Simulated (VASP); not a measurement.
Write the native input for VASP 6.6.1 that does the following.

- Task: single point
- Functional: revPBE
- Potentials or basis: VASP PAW PBE potentials, release 64 (Bi_d)
- Cutoff: 520 eV
- k mesh: 9 × 9 × 9
- Occupations: fermi-dirac, width 0.05 eV
- Spin: no spin polarisation
- Dipole correction: no
- Further INCAR settings: ALGO = Normal; EDIFF = 1e-06; NBANDS = 14

The structure of Bi lies in POSCAR:

```
Bi
1.0
   -1.9814305318      1.9814305318      1.9814305318
    1.9814305318     -1.9814305318      1.9814305318
    1.9814305318      1.9814305318     -1.9814305318
Bi
1
Direct
    0.0000000000      0.0000000000      0.0000000000
```

One way to write it, as run:

INCAR

```
  ALGO = Normal
  EDIFF = 1E-6
  ENCUT = 520
  GGA = RE
  ISIF = 2
  ISMEAR = -1
  LASPH = T
  LCHARG = F
  LREAL = F
  LWAVE = F
  NBANDS = 14
  NELM = 80
  PREC = Accurate
  SIGMA = 0.05
```

KPOINTS

```
k-points
0
Gamma
  9 9 9
```

Potentials or basis: VASP PAW PBE potentials, release 64 (Bi_d).

The run is started by

```console
$ cat potpaw_PBE.64/Bi_d/POTCAR > POTCAR
$ mpirun -np 1 vasp_std > vasp.out
```

It gave:

| Item | Value |
| --- | --- |
| Pressure | 1.8 GPa |

Caveat: the PAW data sets were made with another functional, which shifts forces and pressure a little.

Wall time 8.8 s on 1 thread of Intel Xeon 6975P-C, on a shared host, peak memory 0.16 GiB.
